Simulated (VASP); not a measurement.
# RbSi2 (P-3m1) in VASP: further runs, part 2 of 2

VASP 6.6.1. Earlier steps stand in the parts before.

## (3) Relaxation of cell and atoms, PBE

INCAR

```
SYSTEM = RbSi2
ALGO = Normal ; EDIFF = 1E-6
EDIFFG = -0.01 ; ENCUT = 600
GGA = PE ; IBRION = 2
ISIF = 3 ; ISMEAR = 0
LASPH = .TRUE. ; LCHARG = .FALSE.
LREAL = .FALSE. ; LWAVE = .FALSE.
NELM = 100 ; NSW = 100
PREC = Accurate ; SIGMA = 0.1
```

KPOINTS

```
k-points
0
G
  12 12 8
  0 0 0
```

POSCAR

```
RbSi2
1.0
    3.9760379293      0.0000000000      0.0000000000
   -1.9880189647      3.4433498532      0.0000000000
    0.0000000000      0.0000000000      6.0416259708
Rb Si
1 2
Direct
    0.0000000000      0.0000000000      0.0000000000
    0.3333333333      0.6666666667      0.4492162205
    0.6666666667      0.3333333333      0.5507837795
```

Potentials or basis: VASP PAW PBE potentials, release 64 (Rb_sv, Si).

Command:

```console
$ cat potpaw_PBE.64/Rb_sv/POTCAR potpaw_PBE.64/Si/POTCAR > POTCAR
$ mpirun -np 1 vasp_std > vasp.out
```

OUTCAR:

```text
SYSTEM = RbSi2
   EDIFF = 1E-6
   EDIFFG = -0.01
   ENCUT = 600
   GGA = PE
   IBRION = 2
   ISIF = 3
   ISMEAR = 0
   LASPH = .TRUE.
   LREAL = .FALSE.
   NELM = 100
   NSW = 100
   PREC = Accurate

 ion  position               nearest neighbor table
   1  0.000  0.000  0.000-   2 3.55   3 3.55   3 3.55   2 3.55   3 3.55   2 3.55   3 4.04   2 4.04
                             3 4.04   2 4.04   3 4.04   2 4.04
   2  0.333  0.667  0.449-   3 2.38   3 2.38   3 2.38   1 3.55   1 3.55   1 3.55   1 4.04   1 4.04
                             1 4.04
   3  0.667  0.333  0.551-   2 2.38   2 2.38   2 2.38   1 3.55   1 3.55   1 3.55   1 4.04   1 4.04
                             1 4.04

  LATTYP: Found a hexagonal cell.
 ALAT       =     3.9760379293
 C/A-ratio  =     1.5195091391

  Lattice vectors:

 A1 = (   3.9760379293,   0.0000000000,   0.0000000000)
 A2 = (  -1.9880189647,   3.4433498532,   0.0000000000)
 A3 = (   0.0000000000,   0.0000000000,   6.0416259708)

Analysis of symmetry for initial positions (statically):
=====================================================================
 Subroutine PRICEL returns:
 Original cell was already a primitive cell.

 Routine SETGRP: Setting up the symmetry group for a
 hexagonal supercell.

 Subroutine GETGRP returns: Found 12 space group operations
 (whereof 12 operations were pure point group operations)
 out of a pool of 24 trial point group operations.

The static configuration has the point symmetry D_3d.

Analysis of symmetry for dynamics (positions and initial velocities):
=====================================================================
 Subroutine PRICEL returns:
 Original cell was already a primitive cell.

 Routine SETGRP: Setting up the symmetry group for a
 hexagonal supercell.

 Subroutine GETGRP returns: Found 12 space group operations
 (whereof 12 operations were pure point group operations)
 out of a pool of 24 trial point group operations.
[... 143 lines left out ...]

 number of electron      17.0000001 magnetization

 Free energy of the ion-electron system (eV)
  ---------------------------------------------------
  ext. energy  EPLUGINS =         0.00000000
  ---------------------------------------------------
  free energy    TOTEN  =       -11.59644218 eV

  energy without entropy =      -11.59219206  energy(sigma->0) =      -11.59431712

------------------------ aborting loop because EDIFF is reached ----------------------------------------

  FORCE on cell =-STRESS in cart. coord.  units (eV):
  Direction    XX          YY          ZZ          XY          YZ          ZX
  --------------------------------------------------------------------------------------
  -------------------------------------------------------------------------------------
  Total       -0.0863817     -0.0863817      0.0423871      0.0000000      0.0000000      0.0000000
  in kB       -1.6731965     -1.6731965      0.8210292      0.0000000      0.0000000      0.0000000
  external PRESSURE =      -0.8417879 kB  Pullay stress =       0.0000000 kB
[... 98 lines left out ...]
--------------------------------------- Ionic step        4  -------------------------------------------

 number of electron      17.0000001 magnetization

 Free energy of the ion-electron system (eV)
  ---------------------------------------------------
  ext. energy  EPLUGINS =         0.00000000
  ---------------------------------------------------
  free energy    TOTEN  =       -11.59660356 eV

  energy without entropy =      -11.59239485  energy(sigma->0) =      -11.59449921

 E-fermi :   3.8655     XC(G=0):  -8.5485

 val. band max:        3.8321220610   @ k =   0.1667   0.0000   0.0000
 cond. band min:       3.8726017488   @ k =   0.4167  -0.0000   0.1250
 fundamental gap:      0.0404796878
 Fermi energy:         3.8655494713

 k-point     1 :       0.0000    0.0000    0.0000
  band No.  band energies     occupation
      1     -24.1167      2.00000
      2      -8.2911      2.00000
      3      -7.9790      2.00000
      4      -7.9790      2.00000
      5      -7.1702      2.00000
      6       0.4181      2.00000
      7       2.4378      2.00000
      8       2.4378      2.00000
      9       3.3515      2.00000
     10       4.7940      0.00000
     11       6.3409      0.00000
     12       6.3409      0.00000
[... 331 lines left out ...]
 k-point    24 :       0.0000    0.1667    0.1250
  band No.  band energies     occupation
      1     -24.1015      2.00000
      2      -8.2922      2.00000
      3      -8.1758      2.00000
      4      -8.0170      2.00000
      5      -6.7699      2.00000
      6       0.0822      2.00000
      7       0.9158      2.00000
      8       1.9840      2.00000
      9       3.9869      0.08608
     10       5.2925      0.00000
     11       6.9868      0.00000
     12       7.2720      0.00000

 [... further k-points ...]

------------------------ aborting loop because EDIFF is reached ----------------------------------------

  FORCE on cell =-STRESS in cart. coord.  units (eV):
  Direction    XX          YY          ZZ          XY          YZ          ZX
  --------------------------------------------------------------------------------------
  -------------------------------------------------------------------------------------
  Total       -0.0009466     -0.0009466      0.0189267      0.0000000      0.0000000     -0.0000000
  in kB       -0.0183609     -0.0183609      0.3671201      0.0000000      0.0000000     -0.0000000
  external PRESSURE =       0.1101328 kB  Pullay stress =       0.0000000 kB
[... 18 lines left out ...]
  FREE ENERGIE OF THE ION-ELECTRON SYSTEM (eV)
  ---------------------------------------------------
  free  energy   TOTEN  =       -11.5966035634 eV

  energy  without entropy=      -11.5923948519  energy(sigma->0) =      -11.59449921

 reached required accuracy - stopping structural energy minimisation
```

It took 11 min on 1 thread of AMD EPYC, shared host; peak memory 0.31 GiB.

What came out:

```
Free energy                            : -11.5966 eV
Relaxed volume                         : 27.53 Å³/atom
Relaxed cell                           : a = 3.971 Å, b = 3.971 Å, c = 6.050 Å, α = 90.00°, β = 90.00°, γ = 120.00°
Space group after relaxing (to 0.05 Å) : P-3m1 (No. 164)
Energy gained by relaxing              : 0.1 meV/atom
Ionic steps                            : 4
Pressure after relaxing                : 0.0 GPa
```

Forces on the atoms (eV/Å):
```
Rb   0.000  0.000  0.000
Si   0.000  0.000 -0.003
Si   0.000  0.000  0.003
```

The path:
```tsv
step	energy change (eV)	largest force (eV/Å)	pressure (GPa)	volume (Å³)
1	0.0000	0.0013	-0.08	82.72
2	-0.0001	0.0038	0.04	82.54
3	-0.0001	0.0038	0.04	82.54
4	-0.0002	0.0027	0.01	82.60
```

Final structure:
```xyz
3
Lattice="3.9705 0.0000 0.0000 -1.9853 3.4386 0.0000 0.0000 0.0000 6.0499" Properties=species:S:1:pos:R:3 pbc="T T T"
Rb    3.9705    0.0000    0.0000
Si    0.0000    2.2924    2.7176
Si    1.9853    1.1462    3.3323
```

Levels at points of the mesh, in eV from the Fermi level:
```tsv
k point	band 5	band 6	band 7	band 8	band 9	band 10	band 11	band 12
(0.00, 0.00, 0.00)	-11.04	-3.45	-1.43	-1.43	-0.51	0.93	2.48	2.48
(0.50, 0.00, 0.00)	-8.83	-7.35	-2.73	-2.35	-0.10	0.33	2.12	3.66
(0.00, 0.00, 0.50)	-10.53	-4.42	-1.39	-1.39	0.93	1.92	2.21	2.21
(0.50, 0.00, 0.50)	-8.95	-7.17	-2.80	-1.86	-1.08	0.68	2.91	3.43
```

## (4) Single point, PBE

INCAR

```
ALGO = Normal
EDIFF = 1E-7
ENCUT = 520
GGA = PE
ISIF = 2
ISMEAR = 0
LASPH = True
LCHARG = False
LREAL = False
LWAVE = False
NBANDS = 16
NELM = 100
PREC = Accurate
SIGMA = 0.1
```

KPOINTS

```
k-points
0
Gamma
  12 12 8
```

POSCAR

```
RbSi2
1.0
    3.9716658493      0.0000000000      0.0000000000
   -1.9858329247      3.4395635208      0.0000000000
    0.0000000000      0.0000000000      6.0474150687
Rb Si
1 2
Direct
    0.0000000000      0.0000000000      0.0000000000
    0.3333333333      0.6666666667      0.4489264928
    0.6666666667      0.3333333333      0.5510735072
```

Command:

```console
$ cat potpaw_PBE.64/Rb_sv/POTCAR potpaw_PBE.64/Si/POTCAR > POTCAR
$ mpirun -np 1 vasp_std > vasp.out
```

Wall time 6.6 min (1 thread of AMD EPYC, shared host); peak memory 0.27 GiB.

Results (log left out):

```
Free energy   : -11.5964 eV
Pressure      : 0.0 GPa
Largest force : 0.009 eV/Å
```

Forces on the atoms (eV/Å):
```
Rb   0.000  0.000  0.000
Si   0.000  0.000  0.009
Si   0.000  0.000 -0.009
```

Stress tensor (GPa, compression positive):
```
-0.05  0.00  0.00
 0.00 -0.05  0.00
 0.00  0.00  0.05
```

Levels at points of the mesh, in eV from the Fermi level:
```csv
k point,band 5,band 6,band 7,band 8,band 9,band 10,band 11,band 12
"(0.00, 0.00, 0.00)",-11.03,-3.44,-1.42,-1.42,-0.51,0.93,2.48,2.48
"(0.50, 0.00, 0.00)",-8.82,-7.34,-2.72,-2.34,-0.10,0.34,2.13,3.66
"(0.00, 0.00, 0.50)",-10.52,-4.42,-1.39,-1.39,0.93,1.93,2.22,2.22
"(0.50, 0.00, 0.50)",-8.95,-7.16,-2.79,-1.85,-1.08,0.69,2.91,3.44
```
